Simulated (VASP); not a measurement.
Write the native input for VASP 6.6.1 that does the following.

| Property | Result |
| --- | --- |
| Task | relaxation of cell and atoms |
| Functional | PBE |
| Potentials or basis | VASP PAW PBE potentials, release 64 (Hf_pv, Sb, Au) |
| Cutoff | 600 eV |
| k mesh | 4 × 4 × 4 |
| Occupations | gaussian, width 0.1 eV |
| Spin | no spin polarisation |
| Dipole correction | no |
| Further INCAR settings | ALGO = Normal; EDIFF = 1e-06; IBRION = 2; EDIFFG = -0.04; NSW = 90; ISIF = 3 |

The structure of HfSbAu3 lies in POSCAR:

```
HfSbAu3
1.0
    4.5998977705      0.0000000000      0.0000000000
    0.0000000000      4.5998977705      0.0000000000
    0.0000000000      0.0000000000      4.5998977705
Hf Sb Au
1 1 3
Direct
    0.5000000000      0.5000000000      0.5000000000
    0.0000000000      0.0000000000      0.0000000000
    0.0000000000      0.5000000000      0.5000000000
    0.5000000000      0.0000000000      0.5000000000
    0.5000000000      0.5000000000      0.0000000000
```

These files were run (other wordings do the same):

INCAR

```
SYSTEM = HfSbAu3
PREC = Accurate
ENCUT = 600
EDIFF = 1E-6
ISMEAR = 0
SIGMA = 0.1
LREAL = .False.
LASPH = .True.
NELM = 80
ALGO = Normal
ISIF = 3
LWAVE = .False.
LCHARG = .False.
GGA = PE
IBRION = 2
NSW = 90
EDIFFG = -0.04
```

KPOINTS

```
Automatic mesh
0
Gamma
  4 4 4
  0 0 0
```

Potentials or basis: VASP PAW PBE potentials, release 64 (Hf_pv, Sb, Au).

Command:

```console
$ cat potpaw_PBE.64/Hf_pv/POTCAR potpaw_PBE.64/Sb/POTCAR potpaw_PBE.64/Au/POTCAR > POTCAR
$ mpirun -np 1 vasp_std > vasp.out
```

Results of the run:

- Relaxed volume: 27.77 Å³/atom
- Relaxed cell: a = 5.178 Å, b = 5.178 Å, c = 5.178 Å, α = 90.00°, β = 90.00°, γ = 90.00°
- Space group after relaxing (to 0.05 Å): Pm-3m (No. 221)
- Energy gained by relaxing: 907.9 meV/atom
- Ionic steps: 5
- Pressure after relaxing: 0.0 GPa
- Band gap on the k mesh: zero (band 24 reaches 4.83 eV, above the bottom of band 25 at 3.00 eV)

Caveat: the volume moved by over 15 % at a fixed basis, so the end points are rough; spin-orbit coupling is left out, which moves the levels of the heavy elements.

It took 6.4 min on 1 thread of Oxide Virtual Turin-like Processor, on a shared host, peak memory 0.23 GiB.
